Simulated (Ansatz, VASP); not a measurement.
# AlAu2: VASP beside Ansatz

INCAR

```
SYSTEM = AlAu2
PREC = Accurate ; ENCUT = 520
EDIFF = 1E-6 ; ISMEAR = 0
SIGMA = 0.15 ; LREAL = .False.
LASPH = .True. ; NELM = 100
ALGO = Fast ; ISIF = 2
LWAVE = .False. ; LCHARG = .False.
NBANDS = 20
```

KPOINTS

```
Automatic mesh
0
Gamma
  16 16 16
  0 0 0
```

File POSCAR:

```
AlAu2
1.0
   -1.6379005816      1.6379005816      4.4052974043
    1.6379005816     -1.6379005816      4.4052974043
    1.6379005816      1.6379005816     -4.4052974043
Al Au
1 2
Direct
    0.0000000000      0.0000000000      0.0000000000
    0.6685935503      0.6685935503      0.0000000000
    0.3314064497      0.3314064497      0.0000000000
```

Input for Ansatz:

```yaml
crystal:
  lattice:
    - [-1.6379005816, 1.6379005816, 4.4052974043]
    - [1.6379005816, -1.6379005816, 4.4052974043]
    - [1.6379005816, 1.6379005816, -4.4052974043]
  atoms:
    - { symbol: Al, position: [0.0, 0.0, 0.0] }
    - { symbol: Au, position: [0.6685935503, 0.6685935503, 0.0] }
    - { symbol: Au, position: [0.3314064497, 0.3314064497, 0.0] }
basis:
  ecutwfc: 420
kpoints:
  mp_grid: { grid: [16, 16, 16] }
hamiltonian:
  xc: lda
scf:
  occupations: { method: gaussian, width: 0.15 }
output:
  forces: true
  stress: true
  eigenvalues: true
```

Alike in both runs: task single point; functional LDA; k mesh 16 × 16 × 16; occupations gaussian, width 0.15 eV; no spin polarisation.

|  | VASP | Ansatz |
| --- | --- | --- |
| version | VASP 6.6.1 | Ansatz 0.2.0 |
| potentials or method | VASP PAW LDA potentials, release 64 (Al, Au), cutoff 520 eV | scalar-relativistic, plane waves, PAW |
| valence electrons in the cell | 25 | 41 |

Ansatz gave:

- gap on the k mesh at the Fermi level (eV): none
- pressure (GPa): 1.7
- traceless stress, the component that is largest in VASP (GPa): -6.16
- rms of the force components (eV/Å): 0.777

Q: What did VASP give for the same quantities?

A: gap on the k mesh at the Fermi level (eV): none; pressure (GPa): 2.1; traceless stress, the component that is largest in VASP (GPa): -6.06; rms of the force components (eV/Å): 0.778.

LDA's correlation is that of Perdew and Zunger in VASP and of Perdew and Wang (1992) in Ansatz. Atom by atom the forces differ by 0.001 eV/Å (rms over components). A gap of «none» marks a metal or a gap that the smearing closes. VASP's potentials hold 25 valence electrons a cell and Ansatz's 41, so a difference there can come from the potentials and not from the codes.

Spin-orbit coupling is off throughout.
